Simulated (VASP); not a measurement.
# GaAs (zincblende type) (F-43m) in VASP: further runs

GaAs (zincblende type) is run at these levels: LDA; tasks: single point, relaxation of cell and atoms.

Program: VASP 6.6.1. These are calculated values, not measurements. Logs are shortened: lines on timing, memory, paths and dates and some standing lists are left out, and cuts for length are marked.

### Step 1. The cell of the first run

The structure is cubic, space group F-43m (No. 216). The conventional cell has a = 5.603 Å, b = 5.603 Å, c = 5.603 Å, α = 90.00°, β = 90.00°, γ = 90.00°. Ga (site symmetry -43m) has 4 As at 2.43 Å within 3.2 Å. As (site symmetry -43m) has 4 Ga at 2.43 Å within 3.2 Å.

### Step 2. Single point, LDA

INCAR

```
SYSTEM = GaAs
PREC = Accurate ; ENCUT = 520
EDIFF = 1E-6 ; ISMEAR = -1
SIGMA = 0.02 ; LREAL = .FALSE.
LASPH = .TRUE. ; NELM = 100
ALGO = Normal ; ISIF = 2
LWAVE = .FALSE. ; LCHARG = .TRUE.
GGA = CA ; LELF = .TRUE.
LVHAR = .TRUE. ; NBANDS = 26
```

KPOINTS

```
Automatic mesh
0
G
  7 5 7
  0 0 0
```

POSCAR

```
GaAs
1.0
   -2.8015228648      2.8015228648      0.0000000000
    0.0000000000      0.0000000000      5.6030457296
    2.8015228648      2.8015228648      0.0000000000
Ga As
2 2
Direct
    0.0000000000      0.0000000000      0.0000000000
    0.5000000000      0.5000000000      0.5000000000
    0.0000000000      0.2500000000      0.5000000000
    0.5000000000      0.7500000000      0.0000000000
```

Potentials or basis: VASP PAW LDA potentials, release 64 (Ga_d, As).

The run is started by

```console
$ cat potpaw_LDA.64/Ga_d/POTCAR potpaw_LDA.64/As/POTCAR > POTCAR
$ mpirun -np 1 vasp_std > vasp.out
```

OUTCAR:

```text
SYSTEM = GaAs
   PREC = Accurate
   ENCUT = 520
   EDIFF = 1E-6
   ISMEAR = -1
   LREAL = .FALSE.
   LASPH = .TRUE.
   NELM = 100
   ISIF = 2
   GGA = CA

 ion  position               nearest neighbor table
   1  0.000  0.000  0.000-   3 2.43   4 2.43   3 2.43   4 2.43
   2  0.500  0.500  0.500-   3 2.43   4 2.43   4 2.43   3 2.43
   3  0.000  0.250  0.500-   1 2.43   2 2.43   1 2.43   2 2.43
   4  0.500  0.750  0.000-   1 2.43   2 2.43   2 2.43   1 2.43

  LATTYP: Found a simple tetragonal cell.
 ALAT       =     3.9619516307
 C/A-ratio  =     1.4142135624

  Lattice vectors:

 A1 = (   2.8015228648,  -2.8015228648,   0.0000000000)
 A2 = (   2.8015228648,   2.8015228648,   0.0000000000)
 A3 = (   0.0000000000,   0.0000000000,   5.6030457296)

Analysis of symmetry for initial positions (statically):
=====================================================================
 Subroutine PRICEL returns following result:

  LATTYP: Found a face centered cubic cell.
 ALAT       =     5.6030457296

  Lattice vectors:

 A1 = (   2.8015228648,   0.0000000000,   2.8015228648)
 A2 = (   2.8015228648,   2.8015228648,   0.0000000000)
 A3 = (   0.0000000000,   2.8015228648,   2.8015228648)

   2 primitive cells build up your supercell.

 Routine SETGRP: Setting up the symmetry group for a
 simple tetragonal supercell.

 Subroutine GETGRP returns: Found  8 space group operations
 (whereof  8 operations were pure point group operations)
 out of a pool of 16 trial point group operations.

The static configuration has the point symmetry D_2d.

Analysis of symmetry for dynamics (positions and initial velocities):
=====================================================================
 Subroutine PRICEL returns following result:

  LATTYP: Found a face centered cubic cell.
 ALAT       =     5.6030457296

  Lattice vectors:

 A1 = (   2.8015228648,   0.0000000000,   2.8015228648)
 A2 = (   2.8015228648,   2.8015228648,   0.0000000000)
 A3 = (   0.0000000000,   2.8015228648,   2.8015228648)

   2 primitive cells build up your supercell.

 Routine SETGRP: Setting up the symmetry group for a
 simple tetragonal supercell.

 Subroutine GETGRP returns: Found  8 space group operations
 (whereof  8 operations were pure point group operations)
 out of a pool of 16 trial point group operations.

The dynamic configuration has the point symmetry D_2d.

 Subroutine INISYM returns: Found  8 space group operations
 (whereof  8 operations are pure point group operations),
 and found     2 'primitive' translations

----------------------------------------------------------------------------------------

                                     Primitive cell

  volume of cell :      43.9757

  direct lattice vectors                    reciprocal lattice vectors
     2.801522865  0.000000000  2.801522865     0.178474360 -0.178474360  0.178474360
     2.801522865  2.801522865  0.000000000     0.178474360  0.178474360 -0.178474360
     0.000000000  2.801522865  2.801522865    -0.178474360  0.178474360  0.178474360

  length of vectors
     3.961951631  3.961951631  3.961951631     0.309126659  0.309126659  0.309126659

  position of ions in fractional coordinates (direct lattice)
     0.000000000  0.000000000  0.000000000
     0.250000000  0.250000000  0.250000000

  ion indices of the primitive-cell ions
   primitive index   ion index
                 1           1
                 2           3

----------------------------------------------------------------------------------------

 KPOINTS: Automatic mesh

Automatic generation of k-mesh.
 Grid dimensions read from file:
 generate k-points for:    7    5    7

 Generating k-lattice:

  Cartesian coordinates                     Fractional coordinates (reciprocal lattice)
    -0.025496337  0.025496337  0.000000000     0.142857143  0.000000000  0.000000000
     0.000000000  0.000000000  0.035694872     0.000000000  0.200000000  0.000000000
     0.025496337  0.025496337  0.000000000     0.000000000  0.000000000  0.142857143

  Length of vectors
     0.036057266  0.035694872  0.036057266

  Shift w.r.t. Gamma in fractional coordinates (k-lattice)
     0.000000000  0.000000000  0.000000000

 Subroutine IBZKPT returns following result:
 ===========================================

 Found     30 irreducible k-points:

 Following reciprocal coordinates:
            Coordinates               Weight
  0.000000  0.000000  0.000000      1.000000
  0.142857  0.000000  0.000000      4.000000
  0.285714  0.000000  0.000000      4.000000
  0.428571  0.000000  0.000000      4.000000
  0.000000  0.200000  0.000000      2.000000
  0.142857  0.200000  0.000000      8.000000
[... 16 lines left out ...]
  0.428571  0.000000  0.285714      8.000000
  0.285714  0.200000  0.285714      8.000000
 [... further k-points ...]
   k-points           NKPTS =     30   k-points in BZ     NKDIM =     30   number of bands    NBANDS=     26
   number of dos      NEDOS =    301   number of ions     NIONS =      4
   total plane-waves  NPLWV =  37800
   dimension x,y,z NGX =    30 NGY =   42 NGZ =   30
   dimension x,y,z NGXF=    60 NGYF=   84 NGZF=   60
   ions per type =               2   2
   NGX,Y,Z   is equivalent  to a cutoff of  12.59, 12.46, 12.59 a.u.
   NGXF,Y,Z  is equivalent  to a cutoff of  25.18, 24.92, 25.18 a.u.
 SYSTEM =  GaAs
   PREC   = accura    normal or accurate (medium, high low for compatibility)
   ISTART =      0    job   : 0-new  1-cont  2-samecut
   ICHARG =      2    charge: 1-file 2-atom 10-const
   ISPIN  =      1    spin polarized calculation?
   LNONCOLLINEAR =      F non collinear calculations
   LSORBIT =      F    spin-orbit coupling
   LASPH  =      T    aspherical Exc in radial PAW
   ENCUT  =  520.0 eV  38.22 Ry    6.18 a.u.   7.37 10.42  7.37*2*pi/ulx,y,z
   NELM   =    100;   NELMIN=  2; NELMDL= -5     # of ELM steps
   EDIFF  = 0.1E-05   stopping-criterion for ELM
   LREAL  =      F    real-space projection
   EDIFFG = 0.1E-04   stopping-criterion for IOM
   NSW    =      0    number of steps for IOM
   IBRION =     -1    ionic relax: 0-MD 1-quasi-New 2-CG
   NFREE  =      0    steps in history (QN), initial steepest desc. (CG)
   ISIF   =      2    stress and relaxation
   ISYM   =      2    0-nonsym 1-usesym 2-fastsym
   POTIM  = 0.5000    time-step for ionic-motion
   TEBEG  =    0.0;   TEEND  =   0.0 temperature during run
   PSTRESS=    0.0 pullay stress
   NELECT =      36.0000    total number of electrons
   NUPDOWN=      -1.0000    fix difference up-down
   EMIN   =  10.00;   EMAX   =-10.00  energy-range for DOS
   EFERMI =   0.00;   METHOD = LEGACY
   ISMEAR =    -1;   SIGMA  =   0.02  broadening in eV -4-tet -1-fermi 0-gaus
   EFERMI_NEDOS =   21; number of points for ismear=-14 and -15
   IALGO  =     38    algorithm
   IMIX   =      4    mixing-type and parameters
     AMIX     =   0.40;   BMIX     =  1.00
     AMIX_MAG =   1.60;   BMIX_MAG =  1.00
  volume/ion in A,a.u.               =      21.99       148.38
  Fermi-wavevector in a.u.,A,eV,Ry     =   1.215518  2.296996 20.102400  1.477485
  Thomas-Fermi vector in A             =   2.350903
   LORBIT       =      0    0 simple, 1 ext, 2 COOP (PROOUT), +10 PAW based schemes
   GGA     = CA    functional components
   LHFCALC =     F    Hartree Fock is set to
   AEXX    =    0.0000 exact exchange contribution
   IVDW    =     0    specifies the selected vdW correction
   LEPSILON=     F    determine dielectric tensor
   LRPA    =     F    only Hartree local field effects (RPA)
 non-spin polarized calculation
  energy-cutoff  :      520.00
  volume of cell :       87.95
 maximum number of plane-waves:      2405
 NGX is ok and might be reduce to    30

 number of electron      35.9999985 magnetization

 Free energy of the ion-electron system (eV)
  ---------------------------------------------------
  ext. energy  EPLUGINS =         0.00000000
  ---------------------------------------------------
  free energy    TOTEN  =       -19.27607433 eV

  energy without entropy =      -19.27607431  energy(sigma->0) =      -19.27607432

 E-fermi :   4.3425     XC(G=0): -10.0317

 val. band max:        4.0637085840   @ k =   0.0000   0.0000   0.0000
 cond. band min:       4.5993395429   @ k =   0.0000   0.0000   0.0000
 fundamental gap:      0.5356309589
 Fermi energy:         4.3425217516

 k-point     1 :       0.0000    0.0000    0.0000
  band No.  band energies     occupation
      1     -11.0365      2.00000
      2     -10.9181      2.00000
      3     -10.9181      2.00000
      4     -10.9177      2.00000
      5     -10.8650      2.00000
      6     -10.8650      2.00000
[... 18 lines left out ...]
     25      11.4929      0.00000
     26      14.3072      0.00000

 k-point     2 :       0.1429    0.0000    0.0000
  band No.  band energies     occupation
      1     -11.0319      2.00000
      2     -10.9316      2.00000
      3     -10.9153      2.00000
      4     -10.9130      2.00000
      5     -10.8721      2.00000
      6     -10.8674      2.00000
[... 18 lines left out ...]
     25      12.3818      0.00000
     26      13.0781      0.00000

 k-point     3 :       0.2857    0.0000    0.0000
  band No.  band energies     occupation
      1     -11.0215      2.00000
      2     -10.9611      2.00000
      3     -10.9076      2.00000
      4     -10.9034      2.00000
      5     -10.8827      2.00000
      6     -10.8745      2.00000
[... 18 lines left out ...]
     25      11.7654      0.00000
     26      11.7730      0.00000

 k-point     4 :       0.4286    0.0000    0.0000
  band No.  band energies     occupation
      1     -11.0084      2.00000
      2     -10.9892      2.00000
      3     -10.8967      2.00000
      4     -10.8958      2.00000
      5     -10.8904      2.00000
      6     -10.8849      2.00000
[... 18 lines left out ...]
     25      10.3292      0.00000
     26      10.5596      0.00000

 k-point     5 :       0.0000    0.2000    0.0000
  band No.  band energies     occupation
      1     -11.0277      2.00000
      2     -10.9329      2.00000
      3     -10.9132      2.00000
      4     -10.9132      2.00000
      5     -10.8703      2.00000
      6     -10.8703      2.00000
[... 18 lines left out ...]
     25      12.2923      0.00000
     26      12.6544      0.00000

 k-point     6 :       0.1429    0.2000    0.0000
  band No.  band energies     occupation
      1     -11.0241      2.00000
      2     -10.9420      2.00000
      3     -10.9119      2.00000
      4     -10.9112      2.00000
      5     -10.8763      2.00000
      6     -10.8727      2.00000
[... 427 lines left out ...]
 k-point    21 :       0.4286    0.4000    0.1429
  band No.  band energies     occupation
      1     -11.0076      2.00000
      2     -11.0028      2.00000
      3     -10.8958      2.00000
      4     -10.8937      2.00000
      5     -10.8924      2.00000
      6     -10.8902      2.00000
[... 18 lines left out ...]
     25      11.4468      0.00000
     26      12.0746      0.00000

 k-point    22 :       0.2857    0.0000    0.2857
  band No.  band energies     occupation
      1     -11.0236      2.00000
      2     -10.9987      2.00000
      3     -10.8862      2.00000
      4     -10.8858      2.00000
      5     -10.8835      2.00000
      6     -10.8702      2.00000
[... 18 lines left out ...]
     25      11.3126      0.00000
     26      11.3128      0.00000

 k-point    23 :       0.4286    0.0000    0.2857
  band No.  band energies     occupation
      1     -11.0252      2.00000
      2     -11.0178      2.00000
      3     -10.8787      2.00000
      4     -10.8780      2.00000
      5     -10.8763      2.00000
      6     -10.8713      2.00000
[... 18 lines left out ...]
     25      12.5292      0.00000
     26      12.9496      0.00000

 k-point    24 :       0.2857    0.2000    0.2857
  band No.  band energies     occupation
      1     -11.0197      2.00000
      2     -10.9983      2.00000
      3     -10.8901      2.00000
      4     -10.8869      2.00000
      5     -10.8858      2.00000
      6     -10.8739      2.00000
[... 18 lines left out ...]
     25      10.9880      0.00000
     26      11.1754      0.00000

 [... further k-points ...]

------------------------ aborting loop because EDIFF is reached ----------------------------------------

  FORCE on cell =-STRESS in cart. coord.  units (eV):
  Direction    XX          YY          ZZ          XY          YZ          ZX
  --------------------------------------------------------------------------------------
  -------------------------------------------------------------------------------------
  Total        0.2143056      0.2143056      0.1490136      0.0000000      0.0000000      0.0000000
  in kB        3.9039268      3.9039268      2.7145251      0.0000000      0.0000000      0.0000000
  external PRESSURE =       3.5074596 kB  Pullay stress =       0.0000000 kB

 VOLUME and BASIS-vectors are now :
 -----------------------------------------------------------------------------
  energy-cutoff  :      520.00
  volume of cell :       87.95
      direct lattice vectors                 reciprocal lattice vectors
    -2.801522865  2.801522865  0.000000000    -0.178474360  0.178474360  0.000000000
     0.000000000  0.000000000  5.603045730     0.000000000  0.000000000  0.178474360
     2.801522865  2.801522865  0.000000000     0.178474360  0.178474360  0.000000000

 POSITION                                       TOTAL-FORCE (eV/Angst)
 -----------------------------------------------------------------------------------
      0.00000      0.00000      0.00000         0.000000     -0.000000      0.000000
      0.00000      2.80152      2.80152        -0.000000      0.000000      0.000000
      1.40076      1.40076      1.40076         0.000000     -0.000000      0.000000
     -1.40076      1.40076      4.20228         0.000000     -0.000000      0.000000
 -----------------------------------------------------------------------------------
    total drift:                                0.000000      0.000000      0.000001

  FREE ENERGIE OF THE ION-ELECTRON SYSTEM (eV)
  ---------------------------------------------------
  free  energy   TOTEN  =       -19.2760743256 eV

  energy  without entropy=      -19.2760743131  energy(sigma->0) =      -19.27607432
```

It took 98 s on 1 thread of Intel Xeon 8259CL, shared host; peak memory 0.2 GiB.

Results:

| Quantity | Value |
| --- | --- |
| Free energy | -19.2761 eV |
| Pressure | 0.4 GPa |
| Band gap on the k mesh | 0.54 eV |

Levels at points of the mesh, in eV from the valence-band top:
| k point | band 15 | band 16 | band 17 | band 18 | band 19 | band 20 | band 21 | band 22 |
| --- | --- | --- | --- | --- | --- | --- | --- | --- |
| (0.00, 0.00, 0.00) | -2.79 | 0.00 | 0.00 | 0.00 | 0.54 | 1.29 | 1.54 | 3.68 |

Caveat: an odd mesh through Γ misses points on the zone boundary, where band edges can lie.

### Step 3. Relaxation of cell and atoms, LDA

This run uses another cell than the first one: it holds 2 atoms, not 4.

INCAR

```
SYSTEM = GaAs
PREC = Accurate ; ENCUT = 600
EDIFF = 1E-7 ; ISMEAR = -1
SIGMA = 0.02 ; LREAL = .False.
LASPH = .True. ; NELM = 100
ALGO = Normal ; ISIF = 3
LWAVE = .False. ; LCHARG = .False.
GGA = CA ; IBRION = 2
NSW = 60 ; EDIFFG = -0.005
```

KPOINTS

```
Automatic mesh
0
Gamma
  10 10 10
  0 0 0
```

POSCAR

```
GaAs
1.0
    0.0000000000      2.8976292420      2.8976292420
    2.8976292420      0.0000000000      2.8976292420
    2.8976292420      2.8976292420      0.0000000000
Ga As
1 1
Direct
    0.0000000000      0.0000000000      0.0000000000
    0.2500000000      0.2500000000      0.2500000000
```

Potentials or basis: VASP PAW LDA potentials, release 64 (Ga_d, As).

The run is started by

```console
$ cat potpaw_LDA.64/Ga_d/POTCAR potpaw_LDA.64/As/POTCAR > POTCAR
$ mpirun -np 1 vasp_std > vasp.out
```

It took 2.5 min on 1 thread of Intel Xeon 8259CL, shared host; peak memory 0.2 GiB.

The run converged. Its results:

* Free energy: -9.6418 eV
* Relaxed volume: 22.07 Å³/atom
* Relaxed cell: a = 3.967 Å, b = 3.967 Å, c = 3.967 Å, α = 60.00°, β = 60.00°, γ = 60.00°
* Space group after relaxing (to 0.1 Å): F-43m (No. 216)
* Energy gained by relaxing: 44.2 meV/atom
* Ionic steps: 3
* Pressure after relaxing: 0.0 GPa
* Band gap on the k mesh: 0.51 eV

The path:
| step | energy change (eV) | largest force (eV/Å) | pressure (GPa) | volume (Å³) |
| --- | --- | --- | --- | --- |
| 1 | 0.0000 | 0.0000 | -5.73 | 48.66 |
| 2 | -0.0779 | 0.0000 | 2.51 | 42.79 |
| 3 | -0.0883 | 0.0000 | 0.00 | 44.15 |

Final structure:
```
Ga As
1.0
     0.00000    2.80520    2.80520
     2.80520    0.00000    2.80520
     2.80520    2.80520    0.00000
Ga As
1 1
Direct
  0.00000 0.00000 0.00000
  0.25000 0.25000 0.25000
```

Levels at points of the mesh, in eV from the valence-band top:
| k point | band 7 | band 8 | band 9 | band 10 | band 11 | band 12 |
| --- | --- | --- | --- | --- | --- | --- |
| (0.00, 0.00, 0.00) | 0.00 | 0.00 | 0.00 | 0.51 | 3.68 | 3.68 |
| (0.50, 0.00, 0.00) | -6.82 | -1.18 | -1.18 | 0.93 | 4.59 | 4.59 |
| (0.50, 0.50, 0.00) | -6.98 | -2.77 | -2.77 | 1.30 | 1.54 | 10.23 |
